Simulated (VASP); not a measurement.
# Al6CoNi5 (P4/mmm) in VASP: single point with PBE

Aim: the single point of Al6CoNi5 with PBE.

Everything below comes from runs of VASP 6.6.1. Logs are shortened: lines on timing, memory, paths and dates and some standing lists are left out, and cuts for length are marked.

### 1 The cell of the first run

Symmetry: P4/mmm, No. 123, tetragonal system. The conventional cell has a = 2.885 Å, b = 2.885 Å, c = 17.353 Å, α = 90.00°, β = 90.00°, γ = 90.00°. Within 3.3 Å of Al (site symmetry 4mm) lie 4 Co at 2.48 Å and 4 Ni at 2.51 Å and 6 Al at 2.82 to 2.91 Å. Al (site symmetry 4mm) has 8 Ni at 2.50 to 2.51 Å and 6 Al at 2.88 to 2.91 Å within 3.3 Å. Within 3.3 Å of Al (site symmetry 4mm) lie 8 Ni at 2.50 Å and 6 Al at 2.88 to 2.91 Å. Within 3.3 Å of Ni (site symmetry 4mm) lie 8 Al at 2.51 Å and 1 Co at 2.87 Å and 5 Ni at 2.88 to 2.90 Å. Ni (site symmetry 4mm) has 8 Al at 2.50 Å and 6 Ni at 2.88 to 2.91 Å within 3.3 Å. Ni (site symmetry 4/mmm) has 8 Al at 2.50 Å and 6 Ni at 2.88 to 2.91 Å within 3.3 Å. Within 3.3 Å of Co (site symmetry 4/mmm) lie 8 Al at 2.48 Å and 2 Ni at 2.87 Å and 4 Co at 2.88 Å.

### 2 Single point, PBE, collinear spin, ferromagnetic start

INCAR

```
PREC     = Accurate       # precision mode
ENCUT    = 520            # plane-wave cutoff, eV
EDIFF    = 1E-7           # SCF threshold, eV
ISMEAR   = 0              # smearing method
SIGMA    = 0.1            # smearing width, eV
LREAL    = False          # projectors in reciprocal space
LASPH    = True           # aspherical terms in the spheres
NELM     = 150            # most SCF steps
ALGO     = Normal         # electronic algorithm
ISIF     = 2              # what is computed and relaxed
LWAVE    = False          # write WAVECAR
LCHARG   = True           # write CHGCAR
ISPIN    = 2              # spin polarisation
MAGMOM   = 0 0 0 0 0 0 0 0 0 0 0 -0.38 # initial moments
LORBIT   = 11             # projections on sites
LMAXMIX  = 4              # l up to which the mixer works
GGA      = PE             # functional
LELF     = True           # ELF
LVHAR    = True         
NBANDS   = 54             # bands
```

KPOINTS

```
regular mesh
0
Gamma
  6 6 1
```

POSCAR

```
Al6CoNi5
1.0
    2.8849762000      0.0000000000      0.0000000000
    0.0000000000      2.8849762000      0.0000000000
    0.0000000000      0.0000000000     17.3530480000
Al Ni Co
6 5 1
Direct
    0.0000000000      0.0000000000      0.5813640000
    0.0000000000      0.0000000000      0.7491760000
    0.0000000000      0.0000000000      0.9162450000
    0.0000000000      0.0000000000      0.0837550000
    0.0000000000      0.0000000000      0.2508240000
    0.0000000000      0.0000000000      0.4186360000
    0.5000000000      0.5000000000      0.6653160000
    0.5000000000      0.5000000000      0.8325410000
    0.5000000000      0.5000000000      0.0000000000
    0.5000000000      0.5000000000      0.1674590000
    0.5000000000      0.5000000000      0.3346840000
    0.5000000000      0.5000000000      0.5000000000
```

Potentials or basis: VASP PAW PBE potentials, release 64 (Al, Ni, Co).

Launch:

```console
$ cat potpaw_PBE.64/Al/POTCAR potpaw_PBE.64/Ni/POTCAR potpaw_PBE.64/Co/POTCAR > POTCAR
$ mpirun -np 1 vasp_std > vasp.out
```

OUTCAR:

```text
PREC = Accurate
   ENCUT = 520
   EDIFF = 1E-7
   ISMEAR = 0
   LREAL = False
   LASPH = True
   NELM = 150
   ISIF = 2
   ISPIN = 2
   LORBIT = 11
   GGA = PE

 ion  position               nearest neighbor table
   1  0.000  0.000  0.581-  12 2.48  12 2.48  12 2.48  12 2.48   7 2.51   7 2.51   7 2.51   7 2.51
                             6 2.82   2 2.91
   2  0.000  0.000  0.749-   8 2.50   8 2.50   8 2.50   8 2.50   7 2.51   7 2.51   7 2.51   7 2.51
                             3 2.90   1 2.91
   3  0.000  0.000  0.916-   8 2.50   8 2.50   8 2.50   8 2.50   9 2.50   9 2.50   9 2.50   9 2.50
                             2 2.90   4 2.91
   4  0.000  0.000  0.084-  10 2.50  10 2.50  10 2.50  10 2.50   9 2.50   9 2.50   9 2.50   9 2.50
                             5 2.90   3 2.91
   5  0.000  0.000  0.251-  10 2.50  10 2.50  10 2.50  10 2.50  11 2.51  11 2.51  11 2.51  11 2.51
                             4 2.90   6 2.91
   6  0.000  0.000  0.419-  12 2.48  12 2.48  12 2.48  12 2.48  11 2.51  11 2.51  11 2.51  11 2.51
                             1 2.82   5 2.91
   7  0.500  0.500  0.665-   2 2.51   2 2.51   2 2.51   2 2.51   1 2.51   1 2.51   1 2.51   1 2.51
                            12 2.87   8 2.90
   8  0.500  0.500  0.833-   2 2.50   2 2.50   2 2.50   2 2.50   3 2.50   3 2.50   3 2.50   3 2.50
                             7 2.90   9 2.91
   9  0.500  0.500  0.000-   3 2.50   4 2.50   3 2.50   4 2.50   3 2.50   4 2.50   3 2.50   4 2.50
                             8 2.91  10 2.91
  10  0.500  0.500  0.167-   5 2.50   5 2.50   5 2.50   5 2.50   4 2.50   4 2.50   4 2.50   4 2.50
                            11 2.90   9 2.91
  11  0.500  0.500  0.335-   5 2.51   5 2.51   5 2.51   5 2.51   6 2.51   6 2.51   6 2.51   6 2.51
                            12 2.87  10 2.90
  12  0.500  0.500  0.500-   1 2.48   6 2.48   1 2.48   6 2.48   1 2.48   6 2.48   1 2.48   6 2.48
                             7 2.87  11 2.87

  LATTYP: Found a simple tetragonal cell.
 ALAT       =     2.8849762000
 C/A-ratio  =     6.0149709381

  Lattice vectors:

 A1 = (   2.8849762000,   0.0000000000,   0.0000000000)
 A2 = (   0.0000000000,   2.8849762000,   0.0000000000)
 A3 = (   0.0000000000,   0.0000000000,  17.3530480000)

Analysis of symmetry for initial positions (statically):
=====================================================================
 Subroutine PRICEL returns:
 Original cell was already a primitive cell.

 Routine SETGRP: Setting up the symmetry group for a
 simple tetragonal supercell.

 Subroutine GETGRP returns: Found 16 space group operations
 (whereof 16 operations were pure point group operations)
 out of a pool of 16 trial point group operations.

[... 195 lines left out ...]
      3      -0.5458      1.00000
      4       0.8897      1.00000
      5       0.9002      1.00000
      6       3.0817      1.00000
[... 519 lines left out ...]
     49      12.4029      0.00000
     50      12.4802      0.00000
 Fermi energy:         9.9795488213

 spin component 2

 k-point     1 :       0.0000    0.0000    0.0000
  band No.  band energies     occupation
      1      -1.0900      1.00000
      2      -0.6156      1.00000
      3      -0.5373      1.00000
      4       0.8907      1.00000
      5       0.9026      1.00000
      6       3.0849      1.00000
[... 519 lines left out ...]
     49      12.3980      0.00000
     50      12.4742      0.00000
 [bands above 50 left out]

------------------------ aborting loop because EDIFF is reached ----------------------------------------

  FORCE on cell =-STRESS in cart. coord.  units (eV):
  Direction    XX          YY          ZZ          XY          YZ          ZX
  --------------------------------------------------------------------------------------
  -------------------------------------------------------------------------------------
  Total        0.0286346      0.0286346      0.0423506      0.0000000      0.0000000     -0.0000000
  in kB        0.3176445      0.3176445      0.4697964      0.0000000      0.0000000     -0.0000000
  external PRESSURE =       0.3683618 kB  Pullay stress =       0.0000000 kB

 VOLUME and BASIS-vectors are now :
 -----------------------------------------------------------------------------
  energy-cutoff  :      520.00
  volume of cell :      144.43
      direct lattice vectors                 reciprocal lattice vectors
     2.884976200  0.000000000  0.000000000     0.346623310  0.000000000  0.000000000
     0.000000000  2.884976200  0.000000000     0.000000000  0.346623310  0.000000000
     0.000000000  0.000000000 17.353048000     0.000000000  0.000000000  0.057626764

 POSITION                                       TOTAL-FORCE (eV/Angst)
 -----------------------------------------------------------------------------------
      0.00000      0.00000     10.08844         0.000000      0.000000     -0.078937
      0.00000      0.00000     13.00049         0.000000      0.000000     -0.013373
      0.00000      0.00000     15.89964         0.000000      0.000000      0.007898
      0.00000      0.00000      1.45340         0.000000      0.000000     -0.007898
      0.00000      0.00000      4.35256         0.000000      0.000000      0.013373
      0.00000      0.00000      7.26461         0.000000      0.000000      0.078937
      1.44249      1.44249     11.54526         0.000000     -0.000000     -0.028479
      1.44249      1.44249     14.44712         0.000000      0.000000      0.025178
      1.44249      1.44249      0.00000         0.000000      0.000000     -0.000000
      1.44249      1.44249      2.90592        -0.000000     -0.000000     -0.025178
      1.44249      1.44249      5.80779         0.000000      0.000000      0.028479
      1.44249      1.44249      8.67652         0.000000      0.000000     -0.000000
 -----------------------------------------------------------------------------------
    total drift:                                0.000000     -0.000000      0.000000

  FREE ENERGIE OF THE ION-ELECTRON SYSTEM (eV)
  ---------------------------------------------------
  free  energy   TOTEN  =       -64.5454589338 eV

  energy  without entropy=      -64.5075825694  energy(sigma->0) =      -64.52652075

 total charge

# of ion       s       p       d       tot
------------------------------------------
    1        0.388   0.414   0.000   0.802
    2        0.384   0.409   0.000   0.792
    3        0.384   0.408   0.000   0.792
    4        0.384   0.408   0.000   0.792
    5        0.384   0.409   0.000   0.792
    6        0.388   0.414   0.000   0.802
    7        0.471   0.507   8.460   9.438
    8        0.472   0.510   8.466   9.447
    9        0.470   0.510   8.462   9.442
   10        0.472   0.510   8.466   9.447
   11        0.471   0.507   8.460   9.438
   12        0.432   0.492   7.497   8.421
--------------------------------------------------
tot          5.100   5.498  49.809  60.407

 magnetization (x)

# of ion       s       p       d       tot
------------------------------------------
    1        0.002   0.003   0.000   0.005
    2       -0.000  -0.002   0.000  -0.002
    3       -0.000  -0.001   0.000  -0.002
    4       -0.000  -0.001   0.000  -0.002
    5       -0.000  -0.002   0.000  -0.002
    6        0.002   0.003   0.000   0.005
    7       -0.000  -0.000  -0.014  -0.014
    8       -0.001  -0.001  -0.012  -0.015
    9       -0.001  -0.002  -0.010  -0.012
   10       -0.001  -0.001  -0.012  -0.015
   11       -0.000  -0.000  -0.014  -0.014
   12       -0.004   0.008  -0.429  -0.425
--------------------------------------------------
tot         -0.006   0.003  -0.490  -0.493
```

stdout:

```text
POSCAR found type information on POSCAR AlNiCo
 POSCAR found :  3 types and      12 ions
 scaLAPACK will be used
 LDA part: xc-table for (Slater+PW92), standard interpolation
 POSCAR, INCAR and KPOINTS ok, starting setup
 FFT: planning ... GRIDC
 FFT: planning ... GRID_SOFT
 FFT: planning ... GRID
 WAVECAR not read
 entering main loop
```

Run time: 7.8 min. Hardware: 1 thread of Intel Xeon 8259CL, shared host; peak memory 0.4 GiB.

What came out:

```
Free energy                                           : -64.5455 eV
Pressure                                              : 0.0 GPa
Largest force                                         : 0.079 eV/Å
Net moment                                            : -0.46 μB per cell
Site moments                                          : Al +0.01, -0.00 (each value once); Ni -0.01; Co -0.42 μB
Valence electrons inside the program's atomic spheres : Al 0.80, 0.79 (each value once); Ni 9.44, 9.45 (each value once); Co 8.42
```

Forces on the atoms (eV/Å):
```
Al   0.000  0.000 -0.079
Al   0.000  0.000 -0.013
Al   0.000  0.000  0.008
Al   0.000  0.000 -0.008
Al   0.000  0.000  0.013
Al   0.000  0.000  0.079
Ni   0.000  0.000 -0.028
Ni   0.000  0.000  0.025
Ni   0.000  0.000  0.000
Ni   0.000  0.000 -0.025
Ni   0.000  0.000  0.028
Co   0.000  0.000  0.000
```

Levels at points of the mesh, in eV from the Fermi level:
Spin up:
| k point | band 34 | band 35 | band 36 | band 37 | band 38 | band 39 | band 40 | band 41 |
| --- | --- | --- | --- | --- | --- | --- | --- | --- |
| (0.00, 0.00, 0.00) | -0.97 | -0.97 | -0.61 | -0.59 | -0.21 | 0.24 | 2.40 | 2.48 |
| (0.50, 0.00, 0.00) | -1.55 | -1.41 | -0.97 | -0.82 | -0.80 | -0.75 | -0.70 | -0.68 |
| (0.50, 0.50, 0.00) | -0.94 | -0.72 | 0.29 | 0.58 | 0.58 | 0.66 | 0.66 | 1.48 |
Spin down:
```csv
k point,band 35,band 36,band 37,band 38,band 39,band 40,band 41,band 42
"(0.00, 0.00, 0.00)",-1.21,-0.82,-0.65,-0.23,0.02,2.40,2.40,5.46
"(0.50, 0.00, 0.00)",-1.57,-1.07,-1.03,-0.82,-0.79,-0.72,-0.71,-0.25
"(0.50, 0.50, 0.00)",-0.92,-0.57,0.59,0.59,0.62,0.62,1.47,1.51
```

Caveat: the k points lie up to 0.36 Å⁻¹ apart.
